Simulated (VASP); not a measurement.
Here is a VASP 6.6.1 calculation.

INCAR

```
PREC     = Accurate       # precision mode
ENCUT    = 520            # plane-wave cutoff, eV
EDIFF    = 1E-7           # SCF threshold, eV
ISMEAR   = 0              # smearing method
SIGMA    = 0.1            # smearing width, eV
LREAL    = F              # projectors in reciprocal space
LASPH    = T              # aspherical terms in the spheres
NELM     = 100            # most SCF steps
ALGO     = Fast           # electronic algorithm
ISIF     = 2              # what is computed and relaxed
LWAVE    = F              # write WAVECAR
LCHARG   = F              # write CHGCAR
GGA      = PE             # functional
NBANDS   = 9              # bands
```

KPOINTS

```
regular mesh
0
Gamma
  9 9 6
```

File POSCAR:

```
Be
1.0
    1.9748631120      0.0000000000      0.0000000000
   -0.9874315560      1.7102816240      0.0000000000
    0.0000000000      0.0000000000      3.1420012881
Be
2
Direct
    0.3333333333      0.6666666667      0.2500000000
    0.6666666667      0.3333333333      0.7500000000
```

Potentials or basis: VASP PAW PBE potentials, release 64 (Be).

The run is started by

```console
$ cat potpaw_PBE.64/Be/POTCAR > POTCAR
$ mpirun -np 1 vasp_std > vasp.out
```

Predict the band gap on the k mesh.

zero (band 2 reaches 11.88 eV, above the bottom of band 3 at 9.36 eV).

What does it give for the pressure?

95.2 GPa.

Stress tensor (GPa, compression positive):
```
95.20  0.00  0.00
 0.00 95.20  0.00
 0.00  0.00 95.09
```

Caveat: the k points lie up to 0.41 Å⁻¹ apart.
